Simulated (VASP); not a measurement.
# ZnS (F-43m) in VASP: single point with LDA

Aim: the single point of ZnS with LDA.

All numbers are computed with VASP 6.6.1; they aren't measurements. Logs are shortened: lines on timing, memory, paths and dates and some standing lists are left out, and cuts for length are marked.

## Step 1: The cell of the first run

Symmetry: F-43m, No. 216, cubic system. Conventional cell: a = 5.404 Å, b = 5.404 Å, c = 5.404 Å, α = 90.00°, β = 90.00°, γ = 90.00°. Zn (site symmetry -43m) has 4 S at 2.34 Å within 3.1 Å. S (site symmetry -43m) has 4 Zn at 2.34 Å within 3.1 Å.

## Step 2: Single point, LDA

Input file INCAR:

```
ALGO = Normal ; EDIFF = 1E-6
ENCUT = 500 ; GGA_COMPAT = False
ISIF = 2 ; ISMEAR = -1
LASPH = True ; LCHARG = False
LREAL = False ; LWAVE = False
NBANDS = 16 ; NELM = 120
PREC = Accurate ; SIGMA = 0.1
```

Input file KPOINTS:

```
k-points
0
Gamma
  8 8 8
```

Input file POSCAR:

```
ZnS
1.0
    0.0000000000      2.7020000000      2.7020000000
    2.7020000000      0.0000000000      2.7020000000
    2.7020000000      2.7020000000      0.0000000000
Zn S
1 1
Direct
    0.2500000000      0.2500000000      0.2500000000
    0.0000000000      0.0000000000      0.0000000000
```

Potentials or basis: VASP PAW LDA potentials, release 64 (Zn, S).

The run is started by

```bash
cat potpaw_LDA.64/Zn/POTCAR potpaw_LDA.64/S/POTCAR > POTCAR
mpirun -np 1 vasp_std > vasp.out
```

OUTCAR:

```text
EDIFF = 1E-6
   ENCUT = 500
   ISIF = 2
   ISMEAR = -1
   LASPH = True
   LREAL = False
   NELM = 120
   PREC = Accurate

 ion  position               nearest neighbor table
   1  0.250  0.250  0.250-   2 2.34   2 2.34   2 2.34   2 2.34
   2  0.000  0.000  0.000-   1 2.34   1 2.34   1 2.34   1 2.34

  LATTYP: Found a face centered cubic cell.
 ALAT       =     5.4040000000

  Lattice vectors:

 A1 = (   0.0000000000,   2.7020000000,   2.7020000000)
 A2 = (   2.7020000000,   0.0000000000,   2.7020000000)
 A3 = (   2.7020000000,   2.7020000000,   0.0000000000)

Analysis of symmetry for initial positions (statically):
=====================================================================
 Subroutine PRICEL returns:
 Original cell was already a primitive cell.

 Routine SETGRP: Setting up the symmetry group for a
 face centered cubic supercell.

 Subroutine GETGRP returns: Found 24 space group operations
 (whereof 24 operations were pure point group operations)
 out of a pool of 48 trial point group operations.

The static configuration has the point symmetry T_d .

Analysis of symmetry for dynamics (positions and initial velocities):
=====================================================================
 Subroutine PRICEL returns:
 Original cell was already a primitive cell.

 Routine SETGRP: Setting up the symmetry group for a
 face centered cubic supercell.

 Subroutine GETGRP returns: Found 24 space group operations
 (whereof 24 operations were pure point group operations)
 out of a pool of 48 trial point group operations.

The dynamic configuration has the point symmetry T_d .

 Subroutine INISYM returns: Found 24 space group operations
 (whereof 24 operations are pure point group operations),
 and found     1 'primitive' translations

----------------------------------------------------------------------------------------

                                     Primitive cell

  volume of cell :      39.4535

  direct lattice vectors                    reciprocal lattice vectors
     0.000000000  2.702000000  2.702000000    -0.185048113  0.185048113  0.185048113
     2.702000000  0.000000000  2.702000000     0.185048113 -0.185048113  0.185048113
     2.702000000  2.702000000  0.000000000     0.185048113  0.185048113 -0.185048113

  length of vectors
     3.821205046  3.821205046  3.821205046     0.320512733  0.320512733  0.320512733

  position of ions in fractional coordinates (direct lattice)
     0.250000000  0.250000000  0.250000000
     0.000000000  0.000000000  0.000000000

  ion indices of the primitive-cell ions
   primitive index   ion index
                 1           1
                 2           2

----------------------------------------------------------------------------------------

 KPOINTS: k-points

Automatic generation of k-mesh.
 Grid dimensions read from file:
 generate k-points for:    8    8    8

 Generating k-lattice:

  Cartesian coordinates                     Fractional coordinates (reciprocal lattice)
    -0.023131014  0.023131014  0.023131014     0.125000000  0.000000000  0.000000000
     0.023131014 -0.023131014  0.023131014     0.000000000  0.125000000  0.000000000
     0.023131014  0.023131014 -0.023131014     0.000000000  0.000000000  0.125000000

  Length of vectors
     0.040064092  0.040064092  0.040064092

  Shift w.r.t. Gamma in fractional coordinates (k-lattice)
     0.000000000  0.000000000  0.000000000

 Subroutine IBZKPT returns following result:
 ===========================================

 Found     29 irreducible k-points:

 Following reciprocal coordinates:
            Coordinates               Weight
  0.000000  0.000000  0.000000      1.000000
  0.125000  0.000000  0.000000      8.000000
  0.250000  0.000000  0.000000      8.000000
  0.375000  0.000000  0.000000      8.000000
  0.500000  0.000000  0.000000      4.000000
  0.125000  0.125000  0.000000      6.000000
[... 16 lines left out ...]
  0.500000  0.250000  0.125000     48.000000
 -0.375000  0.250000  0.125000     24.000000
 [... further k-points ...]
   k-points           NKPTS =     29   k-points in BZ     NKDIM =     29   number of bands    NBANDS=     16
   number of dos      NEDOS =    301   number of ions     NIONS =      2
   total plane-waves  NPLWV =  21952
   dimension x,y,z NGX =    28 NGY =   28 NGZ =   28
   dimension x,y,z NGXF=    56 NGYF=   56 NGZF=   56
   ions per type =               1   1
   NGX,Y,Z   is equivalent  to a cutoff of  12.18, 12.18, 12.18 a.u.
   NGXF,Y,Z  is equivalent  to a cutoff of  24.36, 24.36, 24.36 a.u.
 SYSTEM =  unknown system
   PREC   = accura    normal or accurate (medium, high low for compatibility)
   ISTART =      0    job   : 0-new  1-cont  2-samecut
   ICHARG =      2    charge: 1-file 2-atom 10-const
   ISPIN  =      1    spin polarized calculation?
   LNONCOLLINEAR =      F non collinear calculations
   LSORBIT =      F    spin-orbit coupling
   LASPH  =      T    aspherical Exc in radial PAW
   ENCUT  =  500.0 eV  36.75 Ry    6.06 a.u.   6.97  6.97  6.97*2*pi/ulx,y,z
   NELM   =    120;   NELMIN=  2; NELMDL= -5     # of ELM steps
   EDIFF  = 0.1E-05   stopping-criterion for ELM
   LREAL  =      F    real-space projection
[... 7 lines left out ...]
   TEBEG  =    0.0;   TEEND  =   0.0 temperature during run
   PSTRESS=    0.0 pullay stress
   NELECT =      18.0000    total number of electrons
   NUPDOWN=      -1.0000    fix difference up-down
   EMIN   =  10.00;   EMAX   =-10.00  energy-range for DOS
   EFERMI =   0.00;   METHOD = LEGACY
   ISMEAR =    -1;   SIGMA  =   0.10  broadening in eV -4-tet -1-fermi 0-gaus
   EFERMI_NEDOS =   21; number of points for ismear=-14 and -15
   IALGO  =     38    algorithm
   IMIX   =      4    mixing-type and parameters
     AMIX     =   0.40;   BMIX     =  1.00
     AMIX_MAG =   1.60;   BMIX_MAG =  1.00
  volume/ion in A,a.u.               =      19.73       133.12
  Fermi-wavevector in a.u.,A,eV,Ry     =   1.260290  2.381602 21.610537  1.588330
  Thomas-Fermi vector in A             =   2.393807
   LORBIT       =      0    0 simple, 1 ext, 2 COOP (PROOUT), +10 PAW based schemes
   GGA     = CA    functional components
   LHFCALC =     F    Hartree Fock is set to
   AEXX    =    0.0000 exact exchange contribution
   IVDW    =     0    specifies the selected vdW correction
   LEPSILON=     F    determine dielectric tensor
   LRPA    =     F    only Hartree local field effects (RPA)
 non-spin polarized calculation
  energy-cutoff  :      500.00
  volume of cell :       39.45
 maximum number of plane-waves:      1018
   NGX = 13   NGY = 13   NGZ = 13

 number of electron      18.0000000 magnetization

 Free energy of the ion-electron system (eV)
  ---------------------------------------------------
  ext. energy  EPLUGINS =         0.00000000
  ---------------------------------------------------
  free energy    TOTEN  =        -8.17661862 eV

  energy without entropy =       -8.17661660  energy(sigma->0) =       -8.17661761

 E-fermi :   2.9773     XC(G=0): -10.0390

 val. band max:        1.9254842917   @ k =   0.0000   0.0000   0.0000
 cond. band min:       3.8141592963   @ k =   0.0000   0.0000   0.0000
 fundamental gap:      1.8886750046
 Fermi energy:         2.9773054591

 k-point     1 :       0.0000    0.0000    0.0000
  band No.  band energies     occupation
      1     -11.1833      2.00000
      2      -4.5715      2.00000
      3      -4.5715      2.00000
      4      -4.5715      2.00000
      5      -4.0902      2.00000
      6      -4.0902      2.00000
[... 8 lines left out ...]
     15      13.6784      0.00000
     16      13.6784      0.00000

 k-point     2 :       0.1250    0.0000    0.0000
  band No.  band energies     occupation
      1     -11.0639      2.00000
      2      -4.5700      2.00000
      3      -4.5508      2.00000
      4      -4.5508      2.00000
      5      -4.0919      2.00000
      6      -4.0919      2.00000
[... 8 lines left out ...]
     15      13.0365      0.00000
     16      14.2499      0.00000

 k-point     3 :       0.2500    0.0000    0.0000
  band No.  band energies     occupation
      1     -10.7514      2.00000
      2      -4.5212      2.00000
      3      -4.5058      2.00000
      4      -4.5058      2.00000
      5      -4.0889      2.00000
      6      -4.0889      2.00000
[... 8 lines left out ...]
     15      12.8166      0.00000
     16      13.8196      0.00000

 k-point     4 :       0.3750    0.0000    0.0000
  band No.  band energies     occupation
      1     -10.3952      2.00000
      2      -4.4706      2.00000
      3      -4.4706      2.00000
      4      -4.3003      2.00000
      5      -4.0722      2.00000
      6      -4.0722      2.00000
[... 8 lines left out ...]
     15      13.9316      0.00000
     16      13.9316      0.00000

 k-point     5 :       0.5000    0.0000    0.0000
  band No.  band energies     occupation
      1     -10.2310      2.00000
      2      -4.4596      2.00000
      3      -4.4596      2.00000
      4      -4.0604      2.00000
      5      -4.0604      2.00000
      6      -3.8819      2.00000
[... 8 lines left out ...]
     15      15.3111      0.00000
     16      15.3111      0.00000

 k-point     6 :       0.1250    0.1250    0.0000
  band No.  band energies     occupation
      1     -11.0240      2.00000
      2      -4.5904      2.00000
      3      -4.5331      2.00000
      4      -4.5331      2.00000
      5      -4.1068      2.00000
      6      -4.0792      2.00000
[... 8 lines left out ...]
     15      13.8829      0.00000
     16      14.7713      0.00000
[... 267 lines left out ...]
 k-point    21 :       0.5000    0.5000    0.0000
  band No.  band energies     occupation
      1      -9.9110      2.00000
      2      -4.5906      2.00000
      3      -4.2372      2.00000
      4      -4.2372      2.00000
      5      -4.0155      2.00000
      6      -3.8667      2.00000
[... 8 lines left out ...]
     15      15.6844      0.00000
     16      16.4030      0.00000

 k-point    22 :       0.3750    0.2500    0.1250
  band No.  band energies     occupation
      1     -10.5061      2.00000
      2      -4.5454      2.00000
      3      -4.4423      2.00000
      4      -4.4141      2.00000
      5      -4.1125      2.00000
      6      -4.0523      2.00000
[... 8 lines left out ...]
     15      14.6485      0.00000
     16      16.7753      0.00000

 k-point    23 :       0.5000    0.2500    0.1250
  band No.  band energies     occupation
      1     -10.2083      2.00000
      2      -4.4608      2.00000
      3      -4.4124      2.00000
      4      -4.2696      2.00000
      5      -4.0724      2.00000
      6      -4.0124      2.00000
[... 8 lines left out ...]
     15      15.5174      0.00000
     16      16.1860      0.00000

 k-point    24 :      -0.3750    0.2500    0.1250
  band No.  band energies     occupation
      1     -10.0746      2.00000
      2      -4.4469      2.00000
      3      -4.3911      2.00000
      4      -4.1428      2.00000
      5      -4.0773      2.00000
      6      -3.8106      2.00000
[... 8 lines left out ...]
     15      15.2376      0.00000
     16      16.1061      0.00000

 [... further k-points ...]
[... 5 lines left out ...]
  --------------------------------------------------------------------------------------
  -------------------------------------------------------------------------------------
  Total       -1.0730691     -1.0730691     -1.0730691      0.0000000      0.0000000     -0.0000000
  in kB      -43.5764900    -43.5764900    -43.5764900      0.0000000      0.0000000     -0.0000000
  external PRESSURE =     -43.5764900 kB  Pullay stress =       0.0000000 kB

 VOLUME and BASIS-vectors are now :
 -----------------------------------------------------------------------------
  energy-cutoff  :      500.00
  volume of cell :       39.45
      direct lattice vectors                 reciprocal lattice vectors
     0.000000000  2.702000000  2.702000000    -0.185048113  0.185048113  0.185048113
     2.702000000  0.000000000  2.702000000     0.185048113 -0.185048113  0.185048113
     2.702000000  2.702000000  0.000000000     0.185048113  0.185048113 -0.185048113

 POSITION                                       TOTAL-FORCE (eV/Angst)
 -----------------------------------------------------------------------------------
      1.35100      1.35100      1.35100         0.000000      0.000000     -0.000000
      0.00000      0.00000      0.00000        -0.000000     -0.000000      0.000000
 -----------------------------------------------------------------------------------
    total drift:                               -0.000000     -0.000000     -0.000000

  FREE ENERGIE OF THE ION-ELECTRON SYSTEM (eV)
  ---------------------------------------------------
  free  energy   TOTEN  =        -8.1766186173 eV

  energy  without entropy=       -8.1766166048  energy(sigma->0) =       -8.17661761
```

Run time: 17 s. Hardware: 1 thread of Intel Xeon Platinum 8488C (Sapphire Rapids), shared host; peak memory 0.14 GiB.

Results:

| Quantity | Value |
| --- | --- |
| Free energy | -8.1766 eV |
| Pressure | -4.4 GPa |
| Band gap on the k mesh | 1.89 eV, direct |

LDA gaps usually lie below the measured ones, often by a third to a half.
